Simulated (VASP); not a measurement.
Runs of VASP 6.6.1 on Cr. The structure is that of space group Im-3m (No. 229), or close to it. The cells are those of the table. 

| task | cell | cutoff (eV) | k mesh for the DOS | occupations for the DOS | gap on the mesh (eV) | pressure (GPa) |
| --- | --- | --- | --- | --- | --- | --- |
| single point | a = 2.447 Å, angles 109.5°, 1 atom | 520 | - | - | none | (a) |
| relaxation of cell and atoms | relaxed from a = 2.415 Å, angles 109.5°, 1 atom | 600 | - | - | none | 0.0 |
| electric field gradients | a = 2.415 Å, angles 109.5°, 1 atom | 520 | - | - | none | 0.1 |
| single point | a = 2.415 Å, angles 109.5°, 1 atom | 520 | - | - | none | (b) |
| single point | a = 2.399 Å, angles 109.5°, 1 atom | 520 | - | - | none | 6.5 |
| single point | a = 2.431 Å, angles 109.5°, 1 atom | 520 | - | - | none | -5.6 |

Alike in all rows: level LDA; potentials or basis VASP PAW LDA potentials, release 64 (Cr_pv); no spin polarisation; k mesh 22 × 22 × 22; smearing gaussian 0.05 eV.

Task: Fill in the values left out.

Result: (a) -10.9; (b) 0.2.

Caveats: the run has no spin polarisation, though such a crystal can be magnetic; the relaxation stopped at its first step, so nothing moved (some runs).

A gap of «none» marks levels without a gap at the run's occupations.
